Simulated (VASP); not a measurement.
# MoSe2 (P6_3/mmc) in VASP: notebook

Runs on MoSe2. Level: r2SCAN+D3(BJ). Tasks: relaxation of shape and atoms at fixed volume.

Program: VASP 6.6.1. These are calculated values, not measurements. Logs are shortened: lines on timing, memory, paths and dates and some standing lists are left out, and cuts for length are marked.

### 1 The cell of the first run

Symmetry: P6_3/mmc, No. 194, hexagonal system. Conventional cell: a = 3.362 Å, b = 3.362 Å, c = 13.802 Å, α = 90.00°, β = 90.00°, γ = 120.00°. Within 3.4 Å of Mo (site symmetry -6m2) lie 6 Se at 2.56 Å and 6 Mo at 3.36 Å. Within 3.4 Å of Se (site symmetry 3m) lie 3 Mo at 2.56 Å and 7 Se at 3.35 to 3.36 Å.

### 2 Relaxation of shape and atoms at fixed volume, r2SCAN+D3(BJ) (22.52 Å³/atom)

POSCAR

```
MoSe2
1.0
    3.3618691001      0.0000000000      0.0000000000
   -1.6809345500      2.9114640448      0.0000000000
    0.0000000000      0.0000000000     13.8018559757
Mo Se
2 4
Direct
    0.3333333333      0.6666666667      0.2500000000
    0.6666666667      0.3333333333      0.7500000000
    0.3333333333      0.6666666667      0.6286606907
    0.6666666667      0.3333333333      0.1286606907
    0.3333333333      0.6666666667      0.8713393093
    0.6666666667      0.3333333333      0.3713393093
```

INCAR.step1

```
ALGO = Normal ; EDIFF = 1E-5
EDIFFG = -0.005 ; ENCUT = 550
GGA = PE ; GGA_COMPAT = False
IBRION = 2 ; ISIF = 3
ISMEAR = 0 ; LASPH = True
LCHARG = False ; LREAL = False
LWAVE = True ; NELM = 120
NELMIN = 4 ; NSW = 100
PREC = Accurate ; SIGMA = 0.02
```

INCAR.step2

```
ALGO = Normal ; EDIFF = 1E-7
EDIFFG = -0.01 ; ENCUT = 550
GGA_COMPAT = False ; IBRION = 2
ISIF = 4 ; ISMEAR = 0
ISTART = 1 ; IVDW = 12
LASPH = True ; LCHARG = False
LMIXTAU = True ; LREAL = False
LWAVE = False ; METAGGA = R2SCAN
NELM = 120 ; NELMIN = 4
NSW = 50 ; PREC = Accurate
SIGMA = 0.02 ; VDW_A1 = 0.49484001
VDW_A2 = 5.73083694 ; VDW_S6 = 1.0
VDW_S8 = 0.78981345
```

KPOINTS

```
k-points
0
Gamma
  9 9 2
```

Potentials or basis: VASP PAW PBE potentials, release 64 (Mo_sv, Se).

Command:

```bash
$ cat potpaw_PBE.64/Mo_sv/POTCAR potpaw_PBE.64/Se/POTCAR > POTCAR
$ cp INCAR.step1 INCAR
$ mpirun -np 1 vasp_std > vasp.out
$ cp INCAR.step2 INCAR
$ mpirun -np 1 vasp_std > vasp.out
```

OUTCAR:

```text
EDIFF = 1E-7
   EDIFFG = -0.01
   ENCUT = 550
   IBRION = 2
   ISIF = 4
   ISMEAR = 0
   ISTART = 1
   IVDW = 12
   LASPH = True
   LREAL = False
   METAGGA = R2SCAN
   NELM = 120
   NELMIN = 4
   NSW = 50
   PREC = Accurate
 IVDW          = 12

 ion  position               nearest neighbor table
   1  0.333  0.667  0.250-   4 2.56   6 2.56   4 2.56   6 2.56   4 2.56   6 2.56
   2  0.667  0.333  0.750-   3 2.56   5 2.56   3 2.56   5 2.56   3 2.56   5 2.56
   3  0.333  0.667  0.629-   2 2.56   2 2.56   2 2.56
   4  0.667  0.333  0.129-   1 2.56   1 2.56   1 2.56
   5  0.333  0.667  0.871-   2 2.56   2 2.56   2 2.56
   6  0.667  0.333  0.371-   1 2.56   1 2.56   1 2.56

  LATTYP: Found a hexagonal cell.
 ALAT       =     3.3618691001
 C/A-ratio  =     4.1054114734

  Lattice vectors:

 A1 = (   3.3618691001,   0.0000000000,   0.0000000000)
 A2 = (  -1.6809345500,   2.9114640448,   0.0000000000)
 A3 = (   0.0000000000,   0.0000000000,  13.8018559757)

Analysis of symmetry for initial positions (statically):
=====================================================================
 Subroutine PRICEL returns:
 Original cell was already a primitive cell.

 Routine SETGRP: Setting up the symmetry group for a
 hexagonal supercell.

 Subroutine GETGRP returns: Found 24 space group operations
 (whereof 12 operations were pure point group operations)
 out of a pool of 24 trial point group operations.

The static configuration has the point symmetry D_3d.
 The point group associated with its full space group is D_6h.

Analysis of symmetry for dynamics (positions and initial velocities):
=====================================================================
 Subroutine PRICEL returns:
 Original cell was already a primitive cell.

 Routine SETGRP: Setting up the symmetry group for a
 hexagonal supercell.

 Subroutine GETGRP returns: Found 24 space group operations
 (whereof 12 operations were pure point group operations)
 out of a pool of 24 trial point group operations.

The dynamic configuration has the point symmetry D_3d.
 The point group associated with its full space group is D_6h.

 Subroutine INISYM returns: Found 24 space group operations
 (whereof 12 operations are pure point group operations),
 and found     1 'primitive' translations

----------------------------------------------------------------------------------------

                                     Primitive cell

  volume of cell :     135.0920

  direct lattice vectors                    reciprocal lattice vectors
     3.361869100  0.000000000  0.000000000     0.297453580  0.171734905  0.000000000
    -1.680934550  2.911464045  0.000000000     0.000000000  0.343469809  0.000000000
     0.000000000  0.000000000 13.801855976     0.000000000  0.000000000  0.072454024

  length of vectors
     3.361869100  3.361869100 13.801855976     0.343469809  0.343469809  0.072454024

  position of ions in fractional coordinates (direct lattice)
     0.333333333  0.666666667  0.250000000
     0.666666667  0.333333333  0.750000000
     0.333333333  0.666666667  0.628660691
     0.666666667  0.333333333  0.128660691
     0.333333333  0.666666667  0.871339309
     0.666666667  0.333333333  0.371339309

  ion indices of the primitive-cell ions
   primitive index   ion index
                 1           1
                 2           2
                 3           3
                 4           4
                 5           5
                 6           6

----------------------------------------------------------------------------------------

 KPOINTS: k-points

Automatic generation of k-mesh.
 Grid dimensions read from file:
 generate k-points for:    9    9    2

 Generating k-lattice:

  Cartesian coordinates                     Fractional coordinates (reciprocal lattice)
     0.033050398  0.019081656  0.000000000     0.111111111  0.000000000  0.000000000
     0.000000000  0.038163312  0.000000000     0.000000000  0.111111111  0.000000000
     0.000000000  0.000000000  0.036227012     0.000000000  0.000000000  0.500000000

  Length of vectors
     0.038163312  0.038163312  0.036227012

  Shift w.r.t. Gamma in fractional coordinates (k-lattice)
     0.000000000  0.000000000  0.000000000

 Subroutine IBZKPT returns following result:
 ===========================================

 Found     24 irreducible k-points:

 Following reciprocal coordinates:
            Coordinates               Weight
  0.000000  0.000000  0.000000      1.000000
  0.111111  0.000000  0.000000      6.000000
  0.222222 -0.000000  0.000000      6.000000
  0.333333 -0.000000  0.000000      6.000000
  0.444444 -0.000000  0.000000      6.000000
  0.111111  0.111111  0.000000      6.000000
[... 16 lines left out ...]
  0.333333  0.222222  0.500000     12.000000
  0.333333  0.333333  0.500000      2.000000
   k-points           NKPTS =     24   k-points in BZ     NKDIM =     24   number of bands    NBANDS=     31
   number of dos      NEDOS =    301   number of ions     NIONS =      6
   total plane-waves  NPLWV =  84672
   dimension x,y,z NGX =    28 NGY =   28 NGZ =  108
   dimension x,y,z NGXF=    56 NGYF=   56 NGZF=  216
   ions per type =               2   4
   NGX,Y,Z   is equivalent  to a cutoff of  13.85, 13.85, 13.01 a.u.
   NGXF,Y,Z  is equivalent  to a cutoff of  27.69, 27.69, 26.02 a.u.
 SYSTEM =  unknown system
   PREC   = accura    normal or accurate (medium, high low for compatibility)
   ISTART =      1    job   : 0-new  1-cont  2-samecut
   ICHARG =      0    charge: 1-file 2-atom 10-const
   ISPIN  =      1    spin polarized calculation?
   LNONCOLLINEAR =      F non collinear calculations
   LSORBIT =      F    spin-orbit coupling
   LASPH  =      T    aspherical Exc in radial PAW
   ENCUT  =  550.0 eV  40.42 Ry    6.36 a.u.   6.43  6.43 26.39*2*pi/ulx,y,z
   NELM   =    120;   NELMIN=  4; NELMDL=  0     # of ELM steps
   EDIFF  = 0.1E-06   stopping-criterion for ELM
   LREAL  =      F    real-space projection
   EDIFFG = -.1E-01   stopping-criterion for IOM
   NSW    =     50    number of steps for IOM
   IBRION =      2    ionic relax: 0-MD 1-quasi-New 2-CG
   NFREE  =      1    steps in history (QN), initial steepest desc. (CG)
   ISIF   =      4    stress and relaxation
   ISYM   =      2    0-nonsym 1-usesym 2-fastsym
   POTIM  = 0.5000    time-step for ionic-motion
   TEBEG  =    0.0;   TEEND  =   0.0 temperature during run
   PSTRESS=    0.0 pullay stress
   NELECT =      52.0000    total number of electrons
   NUPDOWN=      -1.0000    fix difference up-down
   EMIN   =  10.00;   EMAX   =-10.00  energy-range for DOS
   EFERMI =   0.00;   METHOD = LEGACY
   ISMEAR =     0;   SIGMA  =   0.02  broadening in eV -4-tet -1-fermi 0-gaus
   EFERMI_NEDOS =   21; number of points for ismear=-14 and -15
   IALGO  =     38    algorithm
   IMIX   =      4    mixing-type and parameters
     AMIX     =   0.40;   BMIX     =  1.00
     AMIX_MAG =   1.60;   BMIX_MAG =  1.00
  volume/ion in A,a.u.               =      22.52       151.94
  Fermi-wavevector in a.u.,A,eV,Ry     =   1.190875  2.250427 19.295542  1.418182
  Thomas-Fermi vector in A             =   2.326949
   LORBIT       =      0    0 simple, 1 ext, 2 COOP (PROOUT), +10 PAW based schemes
   METAGGA = R2SCAN    functional components
   LHFCALC =     F    Hartree Fock is set to
   AEXX    =    0.0000 exact exchange contribution
   IVDW    =    12    specifies the selected vdW correction
   LEPSILON=     F    determine dielectric tensor
   LRPA    =     F    only Hartree local field effects (RPA)
 conjugate gradient relaxation of ions
 non-spin polarized calculation
 Gauss-broadening in eV      SIGMA  =   0.02
  energy-cutoff  :      550.00
  volume of cell :      135.09
 maximum number of plane-waves:      3996
 NGX is ok and might be reduce to    28
   NGX = 13   NGY = 13   NGZ = 53

--------------------------------------- Ionic step        1  -------------------------------------------

 number of electron      51.9999999 magnetization

 Free energy of the ion-electron system (eV)
  ---------------------------------------------------
  ext. energy  EPLUGINS =         0.00000000
  ---------------------------------------------------
  free energy    TOTEN  =      -113.83793311 eV

  energy without entropy =     -113.83793311  energy(sigma->0) =     -113.83793311

------------------------ aborting loop because EDIFF is reached ----------------------------------------

 Edisp (eV)   -1.18132

 E8    (eV) :    -0.3975

  FORCE on cell =-STRESS in cart. coord.  units (eV):
  Direction    XX          YY          ZZ          XY          YZ          ZX
  --------------------------------------------------------------------------------------
  -------------------------------------------------------------------------------------
  Total      -4.37936    -4.37936    -4.85294    -0.00000    -0.00000    -0.00000
  in kB     -51.93871   -51.93871   -57.55537    -0.00000    -0.00000    -0.00000
  external pressure =      -53.81 kB  Pullay stress =        0.00 kB
[... 289 lines left out ...]
  energy  without entropy=     -115.0704319790  energy(sigma->0) =     -115.07043198

--------------------------------------- Ionic step        8  -------------------------------------------

 number of electron      51.9999999 magnetization

 Free energy of the ion-electron system (eV)
  ---------------------------------------------------
  ext. energy  EPLUGINS =         0.00000000
  ---------------------------------------------------
  free energy    TOTEN  =      -113.89028012 eV

  energy without entropy =     -113.89028012  energy(sigma->0) =     -113.89028012

 E-fermi :   4.9689     XC(G=0): -10.5489

 val. band max:        4.8850324866   @ k =   0.0000   0.0000   0.0000
 cond. band min:       6.1717078517   @ k =   0.3333   0.3333   0.0000
 fundamental gap:      1.2866753651
 Fermi energy:         4.9688859446

 k-point     1 :       0.0000    0.0000    0.0000
  band No.  band energies     occupation
      1     -58.1211      2.00000
      2     -58.1211      2.00000
      3     -31.5315      2.00000
      4     -31.5314      2.00000
      5     -31.3813      2.00000
      6     -31.3813      2.00000
[... 842 lines left out ...]
  FREE ENERGIE OF THE ION-ELECTRON SYSTEM (eV)
  ---------------------------------------------------
  free  energy   TOTEN  =      -115.0704512022 eV

  energy  without entropy=     -115.0704512022  energy(sigma->0) =     -115.07045120

 reached required accuracy - stopping structural energy minimisation
```

It took 43 min on 1 thread of Intel Xeon 6975P-C (Granite Rapids), shared host; peak memory 0.37 GiB.

Results:

* Free energy: -115.0705 eV
* Energy gained by relaxing: 8.5 meV/atom
* Ionic steps: 8
* Pressure after relaxing: -1.9 GPa
* Band gap on the k mesh: 1.29 eV (least direct gap 1.47 eV)
* Dispersion energy per atom: -0.197 eV

Forces on the atoms (eV/Å):
```
Mo   0.000  0.000  0.000
Mo   0.000  0.000  0.000
Se   0.000  0.000 -0.003
Se   0.000  0.000 -0.003
Se   0.000  0.000  0.003
Se   0.000  0.000  0.003
```

Step by step:
```tsv
step	energy change (eV)	largest force (eV/Å)	pressure (GPa)	volume (Å³)
1	0.0000	0.5139	-5.38	135.09
2	-0.0274	0.0642	-3.62	135.09
3	-0.0274	0.0472	-3.56	135.09
4	-0.0424	0.0221	-2.90	135.09
5	-0.0512	0.0178	-1.85	135.09
6	-0.0512	0.0191	-1.81	135.09
7	-0.0512	0.0107	-1.93	135.09
8	-0.0512	0.0025	-1.88	135.09
```

Final structure:
```yaml
crystal:
  lattice:
    - [3.32723, 0.00000, 0.00000]
    - [-1.66362, 2.88147, 0.00000]
    - [0.00000, 0.00000, 14.09069]
  atoms:
    - { symbol: Mo, position: [0.33333, 0.66667, 0.25000] }
    - { symbol: Mo, position: [0.66667, 0.33333, 0.75000] }
    - { symbol: Se, position: [0.33333, 0.66667, 0.63255] }
    - { symbol: Se, position: [0.66667, 0.33333, 0.13255] }
    - { symbol: Se, position: [0.33333, 0.66667, 0.86745] }
    - { symbol: Se, position: [0.66667, 0.33333, 0.36745] }
```

Levels at points of the mesh, in eV from the valence-band top:
```
           k point  band 24  band 25  band 26  band 27  band 28  band 29
(0.00, 0.00, 0.00)    -1.30    -0.69     0.00     2.74     2.74     2.76
(0.00, 0.00, 0.50)    -1.52    -0.21    -0.21     2.75     2.75     2.75
```

Caveat: the PAW data sets were made with another functional, which shifts forces and pressure a little. A k mesh can miss the band edges.

### 3 Relaxation of shape and atoms at fixed volume, r2SCAN+D3(BJ) (21.70 Å³/atom)

This run uses another cell than the first one, of 21.70 Å³/atom.

POSCAR

```
MoSe2
1.0
    3.3450673630      0.0000000000      0.0000000000
   -1.6725336815      2.8969133137      0.0000000000
    0.0000000000      0.0000000000     13.4339130849
Mo Se
2 4
Direct
    0.3333333333      0.6666666667      0.2500000000
    0.6666666667      0.3333333333      0.7500000000
    0.3333333333      0.6666666667      0.6256773899
    0.6666666667      0.3333333333      0.1256773899
    0.3333333333      0.6666666667      0.8743226101
    0.6666666667      0.3333333333      0.3743226101
```

INCAR.step1

```
PREC = Accurate
ENCUT = 550
ISMEAR = 0
SIGMA = 0.02
LREAL = False
LASPH = True
NELM = 120
GGA = PE
ALGO = Normal
EDIFF = 1E-5
LWAVE = True
LCHARG = False
GGA_COMPAT = False
IBRION = 2
ISIF = 3
EDIFFG = -0.005
NELMIN = 4
NSW = 100
```

INCAR.step2

```
PREC = Accurate
ENCUT = 550
EDIFF = 1E-7
ISMEAR = 0
SIGMA = 0.02
LREAL = False
LASPH = True
NELM = 120
ALGO = Normal
ISIF = 4
LWAVE = False
LCHARG = False
METAGGA = R2SCAN
LMIXTAU = True
IVDW = 12
VDW_S6 = 1.0
VDW_S8 = 0.78981345
VDW_A1 = 0.49484001
VDW_A2 = 5.73083694
IBRION = 2
NSW = 50
EDIFFG = -0.01
ISTART = 1
GGA_COMPAT = False
NELMIN = 4
```

KPOINTS

```
regular mesh
0
Gamma
  9 9 2
```

Potentials or basis: VASP PAW PBE potentials, release 64 (Mo_sv, Se).

Command:

```bash
$ cat potpaw_PBE.64/Mo_sv/POTCAR potpaw_PBE.64/Se/POTCAR > POTCAR
$ cp INCAR.step1 INCAR
$ mpirun -np 1 vasp_std > vasp.out
$ cp INCAR.step2 INCAR
$ mpirun -np 1 vasp_std > vasp.out
```

Wall time 36 min (1 thread of Intel Xeon Platinum 8488C (Sapphire Rapids), shared host); peak memory 0.36 GiB.

It converged, with:

```yaml
Free_energy: -115.1240 eV
Energy_gained_by_relaxing: 4.5 meV/atom
Ionic_steps: 5
Pressure_after_relaxing: -1.5 GPa
Largest_force_after_relaxing: 0.007 eV/Å
Band_gap_on_the_k_mesh: 1.21 eV (least direct gap 1.47 eV)
Dispersion_energy_per_atom: -0.205 eV
```

Forces on the atoms (eV/Å):
```
Mo   0.000  0.000  0.000
Mo   0.000  0.000  0.000
Se   0.000  0.000 -0.007
Se   0.000  0.000 -0.007
Se   0.000  0.000  0.007
Se   0.000  0.000  0.007
```

The path:
```tsv
step	energy change (eV)	largest force (eV/Å)	pressure (GPa)	volume (Å³)
1	0.0000	0.3847	-4.06	130.18
2	-0.0151	0.0416	-2.68	130.18
3	-0.0151	0.0319	-2.64	130.18
4	-0.0230	0.0151	-2.17	130.18
5	-0.0267	0.0068	-1.54	130.18
```

Final structure:
```cif
data_structure
_symmetry_space_group_name_H-M 'P 1'
_symmetry_Int_Tables_number 1
_cell_length_a 3.3225
_cell_length_b 3.3225
_cell_length_c 13.6169
_cell_angle_alpha 90.000
_cell_angle_beta 90.000
_cell_angle_gamma 120.000
_cell_volume 130.18
loop_
_atom_site_label
_atom_site_type_symbol
_atom_site_fract_x
_atom_site_fract_y
_atom_site_fract_z
_atom_site_occupancy
Mo1 Mo 0.33333 0.66667 0.25000 1
Mo2 Mo 0.66667 0.33333 0.75000 1
Se1 Se 0.33333 0.66667 0.62845 1
Se2 Se 0.66667 0.33333 0.12845 1
Se3 Se 0.33333 0.66667 0.87155 1
Se4 Se 0.66667 0.33333 0.37155 1
```

Levels at points of the mesh, in eV from the valence-band top:
```tsv
k point	band 23	band 24	band 25	band 26	band 27	band 28	band 29	band 30
(0.00, 0.00, 0.00)	-1.59	-1.17	-0.83	0.00	2.65	2.65	2.68	2.68
(0.00, 0.00, 0.50)	-1.60	-1.60	-0.21	-0.21	2.66	2.66	2.66	2.66
```

Caveat: the PAW data sets were made with another functional, which shifts forces and pressure a little.
